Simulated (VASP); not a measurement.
# ZnRe (P-6m2) in VASP: notebook

The runs below take ZnRe through relaxation of cell and atoms, with PBE, PBE+D3(BJ).

All numbers are computed with VASP 6.6.1; they aren't measurements. Logs are shortened: lines on timing, memory, paths and dates and some standing lists are left out, and cuts for length are marked.

### Step 1. The cell of the first run

Symmetry: P-6m2, No. 187, hexagonal system. The conventional cell has a = 2.748 Å, b = 2.748 Å, c = 4.494 Å, α = 90.00°, β = 90.00°, γ = 120.00°. Within 3.6 Å of Re (site symmetry -6m2) lie 6 Re at 2.75 Å and 6 Zn at 2.75 Å. Within 3.6 Å of Zn (site symmetry -6m2) lie 6 Zn at 2.75 Å and 6 Re at 2.75 Å.

### Step 2. Relaxation of cell and atoms, PBE

File INCAR:

```
PREC = Accurate ; ENCUT = 600
EDIFF = 1E-7 ; ISMEAR = -1
SIGMA = 0.05 ; LREAL = F
LASPH = T ; NELM = 100
ALGO = Normal ; ISIF = 3
LWAVE = F ; LCHARG = F
GGA = PE ; IBRION = 2
NSW = 60 ; EDIFFG = -0.01
```

File KPOINTS:

```
Automatic mesh
0
Gamma
  11 11 6
```

File POSCAR:

```
ZnRe
1.0
    2.7482183437      0.0000000000      0.0000000000
   -1.3741091718      2.3800269008      0.0000000000
    0.0000000000      0.0000000000      4.4940660000
Re Zn
1 1
Direct
    0.3333333333      0.6666666667      0.5000000000
    0.0000000000      0.0000000000      0.0000000000
```

Potentials or basis: VASP PAW PBE potentials, release 64 (Re, Zn).

Launch:

```bash
$ cat potpaw_PBE.64/Re/POTCAR potpaw_PBE.64/Zn/POTCAR > POTCAR
$ mpirun -np 1 vasp_std > vasp.out
```

OUTCAR:

```text
PREC = Accurate
   ENCUT = 600
   EDIFF = 1E-7
   ISMEAR = -1
   LREAL = F
   LASPH = T
   NELM = 100
   ISIF = 3
   GGA = PE
   IBRION = 2
   NSW = 60
   EDIFFG = -0.01

 ion  position               nearest neighbor table
   1  0.333  0.667  0.500-   2 2.75   2 2.75   2 2.75   2 2.75   2 2.75   2 2.75
   2  0.000  0.000  0.000-   1 2.75   1 2.75   1 2.75   1 2.75   1 2.75   1 2.75

  LATTYP: Found a hexagonal cell.
 ALAT       =     2.7482183437
 C/A-ratio  =     1.6352652657

  Lattice vectors:

 A1 = (   2.7482183437,   0.0000000000,   0.0000000000)
 A2 = (  -1.3741091718,   2.3800269008,   0.0000000000)
 A3 = (   0.0000000000,   0.0000000000,   4.4940660000)

Analysis of symmetry for initial positions (statically):
=====================================================================
 Subroutine PRICEL returns:
 Original cell was already a primitive cell.

 Routine SETGRP: Setting up the symmetry group for a
 hexagonal supercell.

 Subroutine GETGRP returns: Found 12 space group operations
 (whereof 12 operations were pure point group operations)
 out of a pool of 24 trial point group operations.

The static configuration has the point symmetry D_3h.

Analysis of symmetry for dynamics (positions and initial velocities):
=====================================================================
 Subroutine PRICEL returns:
 Original cell was already a primitive cell.

 Routine SETGRP: Setting up the symmetry group for a
 hexagonal supercell.

 Subroutine GETGRP returns: Found 12 space group operations
 (whereof 12 operations were pure point group operations)
 out of a pool of 24 trial point group operations.

The dynamic configuration has the point symmetry D_3h.

 Subroutine INISYM returns: Found 12 space group operations
 (whereof 12 operations are pure point group operations),
 and found     1 'primitive' translations

----------------------------------------------------------------------------------------

                                     Primitive cell

  volume of cell :      29.3949

  direct lattice vectors                    reciprocal lattice vectors
     2.748218344  0.000000000  0.000000000     0.363872107  0.210081659  0.000000000
    -1.374109172  2.380026901  0.000000000     0.000000000  0.420163318  0.000000000
     0.000000000  0.000000000  4.494066000     0.000000000  0.000000000  0.222515646

  length of vectors
     2.748218344  2.748218344  4.494066000     0.420163318  0.420163318  0.222515646

  position of ions in fractional coordinates (direct lattice)
     0.333333333  0.666666667  0.500000000
     0.000000000  0.000000000  0.000000000

  ion indices of the primitive-cell ions
   primitive index   ion index
                 1           1
                 2           2

----------------------------------------------------------------------------------------

 KPOINTS: Automatic mesh

Automatic generation of k-mesh.
 Grid dimensions read from file:
 generate k-points for:   11   11    6

 Generating k-lattice:

  Cartesian coordinates                     Fractional coordinates (reciprocal lattice)
     0.033079282  0.019098333  0.000000000     0.090909091  0.000000000  0.000000000
     0.000000000  0.038196665  0.000000000     0.000000000  0.090909091  0.000000000
     0.000000000  0.000000000  0.037085941     0.000000000  0.000000000  0.166666667

  Length of vectors
     0.038196665  0.038196665  0.037085941

  Shift w.r.t. Gamma in fractional coordinates (k-lattice)
     0.000000000  0.000000000  0.000000000

 Subroutine IBZKPT returns following result:
 ===========================================

 Found     64 irreducible k-points:

 Following reciprocal coordinates:
            Coordinates               Weight
  0.000000  0.000000  0.000000      1.000000
  0.090909  0.000000  0.000000      6.000000
  0.181818  0.000000  0.000000      6.000000
  0.272727  0.000000  0.000000      6.000000
  0.363636  0.000000  0.000000      6.000000
  0.454545  0.000000  0.000000      6.000000
[... 16 lines left out ...]
  0.090909  0.090909  0.166667     12.000000
  0.181818  0.090909  0.166667     24.000000
 [... further k-points ...]
   k-points           NKPTS =     64   k-points in BZ     NKDIM =     64   number of bands    NBANDS=     13
   number of dos      NEDOS =    301   number of ions     NIONS =      2
   total plane-waves  NPLWV =  20736
   dimension x,y,z NGX =    24 NGY =   24 NGZ =   36
   dimension x,y,z NGXF=    48 NGYF=   48 NGZF=   72
   ions per type =               1   1
   NGX,Y,Z   is equivalent  to a cutoff of  14.52, 14.52, 13.32 a.u.
   NGXF,Y,Z  is equivalent  to a cutoff of  29.04, 29.04, 26.63 a.u.
 SYSTEM =  unknown system
   PREC   = accura    normal or accurate (medium, high low for compatibility)
   ISTART =      0    job   : 0-new  1-cont  2-samecut
   ICHARG =      2    charge: 1-file 2-atom 10-const
   ISPIN  =      1    spin polarized calculation?
   LNONCOLLINEAR =      F non collinear calculations
   LSORBIT =      F    spin-orbit coupling
   LASPH  =      T    aspherical Exc in radial PAW
   ENCUT  =  600.0 eV  44.10 Ry    6.64 a.u.   5.49  5.49  8.98*2*pi/ulx,y,z
   NELM   =    100;   NELMIN=  2; NELMDL= -5     # of ELM steps
   EDIFF  = 0.1E-06   stopping-criterion for ELM
   LREAL  =      F    real-space projection
   EDIFFG = -.1E-01   stopping-criterion for IOM
   NSW    =     60    number of steps for IOM
   IBRION =      2    ionic relax: 0-MD 1-quasi-New 2-CG
   NFREE  =      1    steps in history (QN), initial steepest desc. (CG)
   ISIF   =      3    stress and relaxation
   ISYM   =      2    0-nonsym 1-usesym 2-fastsym
   POTIM  = 0.5000    time-step for ionic-motion
   TEBEG  =    0.0;   TEEND  =   0.0 temperature during run
   PSTRESS=    0.0 pullay stress
   NELECT =      19.0000    total number of electrons
   NUPDOWN=      -1.0000    fix difference up-down
   EMIN   =  10.00;   EMAX   =-10.00  energy-range for DOS
   EFERMI =   0.00;   METHOD = LEGACY
   ISMEAR =    -1;   SIGMA  =   0.05  broadening in eV -4-tet -1-fermi 0-gaus
   EFERMI_NEDOS =   21; number of points for ismear=-14 and -15
   IALGO  =     38    algorithm
   IMIX   =      4    mixing-type and parameters
     AMIX     =   0.40;   BMIX     =  1.00
     AMIX_MAG =   1.60;   BMIX_MAG =  1.00
  volume/ion in A,a.u.               =      14.70        99.18
  Fermi-wavevector in a.u.,A,eV,Ry     =   1.415474  2.674858 27.260173  2.003566
  Thomas-Fermi vector in A             =   2.536909
   LORBIT       =      0    0 simple, 1 ext, 2 COOP (PROOUT), +10 PAW based schemes
   GGA     = PE    functional components
   LHFCALC =     F    Hartree Fock is set to
   AEXX    =    0.0000 exact exchange contribution
   IVDW    =     0    specifies the selected vdW correction
   LEPSILON=     F    determine dielectric tensor
   LRPA    =     F    only Hartree local field effects (RPA)
 conjugate gradient relaxation of ions
 non-spin polarized calculation
  energy-cutoff  :      600.00
  volume of cell :       29.39
 maximum number of plane-waves:      1008
 NGX is ok and might be reduce to    24
   NGX = 11   NGY = 11   NGZ = 17

--------------------------------------- Ionic step        1  -------------------------------------------

 number of electron      19.0000015 magnetization

 Free energy of the ion-electron system (eV)
  ---------------------------------------------------
  ext. energy  EPLUGINS =         0.00000000
  ---------------------------------------------------
  free energy    TOTEN  =       -13.05650352 eV

  energy without entropy =      -13.04209231  energy(sigma->0) =      -13.04929791

------------------------ aborting loop because EDIFF is reached ----------------------------------------

  FORCE on cell =-STRESS in cart. coord.  units (eV):
  Direction    XX          YY          ZZ          XY          YZ          ZX
  --------------------------------------------------------------------------------------
  -------------------------------------------------------------------------------------
  Total       -0.2843776     -0.2843776     -0.2461874     -0.0000000     -0.0000000     -0.0000000
  in kB      -15.5000633    -15.5000633    -13.4184963     -0.0000000     -0.0000000     -0.0000000
  external PRESSURE =     -14.8062077 kB  Pullay stress =       0.0000000 kB
[... 57 lines left out ...]
  energy  without entropy=      -13.0396515012  energy(sigma->0) =      -13.04678471

--------------------------------------- Ionic step        3  -------------------------------------------

 number of electron      19.0000014 magnetization

 Free energy of the ion-electron system (eV)
  ---------------------------------------------------
  ext. energy  EPLUGINS =         0.00000000
  ---------------------------------------------------
  free energy    TOTEN  =       -13.05743243 eV

  energy without entropy =      -13.04306941  energy(sigma->0) =      -13.05025092

 E-fermi :   5.5991     XC(G=0): -12.8240

 val. band max:        5.5725797556   @ k =   0.1818   0.0000   0.1667
 cond. band min:       5.6119515510   @ k =   0.1818   0.0000   0.3333
 fundamental gap:      0.0393717954
 Fermi energy:         5.5991069455

 k-point     1 :       0.0000    0.0000    0.0000
  band No.  band energies     occupation
      1      -4.7176      2.00000
      2      -2.3612      2.00000
      3      -1.7344      2.00000
      4      -1.7344      2.00000
      5      -1.3450      2.00000
      6      -1.3450      2.00000
      7       0.5585      2.00000
      8       4.0347      2.00000
      9       4.3684      2.00000
     10       4.3684      2.00000
     11       7.3222      0.00000
     12       7.3222      0.00000
     13      10.3661      0.00000
[... 353 lines left out ...]
 k-point    24 :       0.1818    0.0909    0.1667
  band No.  band energies     occupation
      1      -2.8411      2.00000
      2      -1.9970      2.00000
      3      -1.8315      2.00000
      4      -1.6753      2.00000
      5      -1.4363      2.00000
      6      -1.3513      2.00000
      7       1.4709      2.00000
      8       2.8741      2.00000
      9       3.3639      2.00000
     10       6.5161      0.00000
     11       6.6162      0.00000
     12       7.9217      0.00000
     13      12.4266      0.00000

 [... further k-points ...]

------------------------ aborting loop because EDIFF is reached ----------------------------------------

  FORCE on cell =-STRESS in cart. coord.  units (eV):
  Direction    XX          YY          ZZ          XY          YZ          ZX
  --------------------------------------------------------------------------------------
  -------------------------------------------------------------------------------------
  Total        0.0112046      0.0112046     -0.0162999      0.0000000      0.0000000      0.0000000
  in kB        0.6148285      0.6148285     -0.8944168      0.0000000      0.0000000      0.0000000
  external PRESSURE =       0.1117467 kB  Pullay stress =       0.0000000 kB
[... 17 lines left out ...]
  FREE ENERGIE OF THE ION-ELECTRON SYSTEM (eV)
  ---------------------------------------------------
  free  energy   TOTEN  =       -13.0574324339 eV

  energy  without entropy=      -13.0430694061  energy(sigma->0) =      -13.05025092

 reached required accuracy - stopping structural energy minimisation
```

It took 57 s on 1 thread of Intel Xeon Platinum 8259CL at 2.50GHz (Skylake/Cascade Lake), shared host; peak memory 0.18 GiB.

What came out:

| Item | Value |
| --- | --- |
| Free energy | -13.0574 eV |
| Relaxed volume | 14.60 Å³/atom |
| Relaxed cell | a = 2.742 Å, b = 2.742 Å, c = 4.485 Å, α = 90.00°, β = 90.00°, γ = 120.00° |
| Space group after relaxing (to 0.05 Å) | P-6m2 (No. 187) |
| Energy gained by relaxing | 0.5 meV/atom |
| Ionic steps | 3 |
| Pressure after relaxing | 0.0 GPa |

Stress tensor (GPa, compression positive):
```
 0.06  0.00  0.00
 0.00  0.06  0.00
 0.00  0.00 -0.09
```

The path:
| step | energy change (eV) | largest force (eV/Å) | pressure (GPa) | volume (Å³) |
| --- | --- | --- | --- | --- |
| 1 | 0.0000 | 0.0000 | -1.48 | 29.39 |
| 2 | 0.0026 | 0.0000 | 3.01 | 28.82 |
| 3 | -0.0009 | 0.0000 | 0.01 | 29.20 |

Final structure:
```
Re Zn
1.0
     2.74178    0.00000    0.00000
    -1.37089    2.37445    0.00000
     0.00000    0.00000    4.48496
Re Zn
1 1
Direct
  0.33333 0.66667 0.50000
  0.00000 0.00000 0.00000
```

Caveat: spin-orbit coupling is left out, which moves the levels of the heavy elements.

### Step 3. Relaxation of cell and atoms, PBE+D3(BJ)

File INCAR:

```
ALGO = Normal
EDIFF = 1E-7
EDIFFG = -0.01
ENCUT = 600
GGA = PE
IBRION = 2
ISIF = 3
ISMEAR = -1
IVDW = 12
LASPH = T
LCHARG = F
LREAL = F
LWAVE = F
NELM = 80
NSW = 60
PREC = Accurate
SIGMA = 0.05
```

File KPOINTS:

```
k-points
0
Gamma
  11 11 6
```

POSCAR is that of step 2.

Potentials or basis: VASP PAW PBE potentials, release 64 (Re, Zn).

Launch:

```bash
$ cat potpaw_PBE.64/Re/POTCAR potpaw_PBE.64/Zn/POTCAR > POTCAR
$ mpirun -np 1 vasp_std > vasp.out
```

Wall time 89 s (1 thread of Intel Xeon Platinum 8259CL at 2.50GHz (Skylake/Cascade Lake), shared host); peak memory 0.19 GiB.

Results (log left out):

| Item | Value |
| --- | --- |
| Free energy | -14.1439 eV |
| Relaxed volume | 14.20 Å³/atom |
| Relaxed cell | a = 2.721 Å, b = 2.721 Å, c = 4.430 Å, α = 90.00°, β = 90.00°, γ = 120.00° |
| Space group after relaxing (to 0.05 Å) | P-6m2 (No. 187) |
| Energy gained by relaxing | 11.9 meV/atom |
| Ionic steps | 5 |
| Pressure after relaxing | 0.0 GPa |
| Dispersion energy per atom | -0.551 eV |

Stress tensor (GPa, compression positive):
```
-0.02  0.00  0.00
 0.00 -0.02  0.00
 0.00  0.00  0.10
```

The path:
| step | energy change (eV) | largest force (eV/Å) | pressure (GPa) | volume (Å³) |
| --- | --- | --- | --- | --- |
| 1 | 0.0000 | 0.0000 | -7.46 | 29.39 |
| 2 | 0.0785 | 0.0000 | 18.83 | 26.58 |
| 3 | -0.0234 | 0.0000 | -0.17 | 28.44 |
| 4 | -0.0234 | 0.0000 | -0.01 | 28.42 |
| 5 | -0.0238 | 0.0000 | 0.02 | 28.41 |

Final structure:
```cif
data_structure
_symmetry_space_group_name_H-M 'P 1'
_symmetry_Int_Tables_number 1
_cell_length_a 2.7210
_cell_length_b 2.7210
_cell_length_c 4.4302
_cell_angle_alpha 90.000
_cell_angle_beta 90.000
_cell_angle_gamma 120.000
_cell_volume 28.41
loop_
_atom_site_label
_atom_site_type_symbol
_atom_site_fract_x
_atom_site_fract_y
_atom_site_fract_z
_atom_site_occupancy
Re1 Re 0.33333 0.66667 0.50000 1
Zn1 Zn 0.00000 0.00000 0.00000 1
```

Levels at points of the mesh, in eV from the Fermi level:
```csv
k point,band 7,band 8,band 9,band 10,band 11,band 12,band 13
"(0.00, 0.00, 0.00)",-5.13,-1.58,-1.28,-1.28,1.78,1.78,5.06
"(0.00, 0.00, 0.50)",-7.03,-3.25,-1.19,-1.19,1.71,1.71,9.79
```

Caveat: spin-orbit coupling is left out, which moves the levels of the heavy elements; pairwise dispersion overbinds metals, which lowers pressure and volume.
